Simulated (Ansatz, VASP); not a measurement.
**One calculation of KMgPd3, two programs**

File INCAR:

```
ALGO = Normal
EDIFF = 1E-6
ENCUT = 600
GGA = PE
GGA_COMPAT = F
ISIF = 2
ISMEAR = 0
LASPH = T
LCHARG = F
LREAL = F
LWAVE = F
NBANDS = 28
NELM = 120
PREC = Accurate
SIGMA = 0.1
```

File KPOINTS:

```
k-points
0
Gamma
  4 4 4
```

File POSCAR:

```
KMgPd3
1.0
    4.7753799200      0.0000000000      0.0000000000
    0.0000000000      4.7753799200      0.0000000000
    0.0000000000      0.0000000000      4.7753799200
K Mg Pd
1 1 3
Direct
    0.0000000000      0.0000000000      0.0000000000
    0.5000000000      0.5000000000      0.5000000000
    0.0000000000      0.5000000000      0.5000000000
    0.5000000000      0.0000000000      0.5000000000
    0.5000000000      0.5000000000      0.0000000000
```

Input for Ansatz:

```yaml
crystal:
  lattice:
    - [4.77537992, 0.0, 0.0]
    - [0.0, 4.77537992, 0.0]
    - [0.0, 0.0, 4.77537992]
  atoms:
    - { symbol: K, position: [0.0, 0.0, 0.0] }
    - { symbol: Mg, position: [0.5, 0.5, 0.5] }
    - { symbol: Pd, position: [0.0, 0.5, 0.5] }
    - { symbol: Pd, position: [0.5, 0.0, 0.5] }
    - { symbol: Pd, position: [0.5, 0.5, 0.0] }
basis:
  ecutwfc: 420
kpoints:
  mp_grid: { grid: [4, 4, 4] }
hamiltonian:
  xc: pbe
scf:
  occupations: { method: gaussian, width: 0.1 }
  lower_state_search: "off"
output:
  forces: true
  stress: true
  eigenvalues: true
```

Alike in both runs: task single point; functional PBE; k mesh 4 × 4 × 4; occupations gaussian, width 0.1 eV; no spin polarisation.

```csv
,VASP,Ansatz
version,VASP 6.6.1,Ansatz 0.2.0
potentials or method,"VASP PAW PBE potentials, release 64 (K_sv, Mg, Pd), cutoff 600 eV","scalar-relativistic, plane waves, PAW"
valence electrons in the cell,41,73
```

|  | VASP | Ansatz | Ansatz less VASP |
| --- | --- | --- | --- |
| gap on the k mesh at the Fermi level (eV) | none | none | - |
| pressure (GPa) | 3.0 | 3.0 | -0.05 |

A gap of «none» marks a metal or a gap that the smearing closes. VASP's potentials hold 41 valence electrons a cell and Ansatz's 73, so a difference there can come from the potentials and not from the codes.
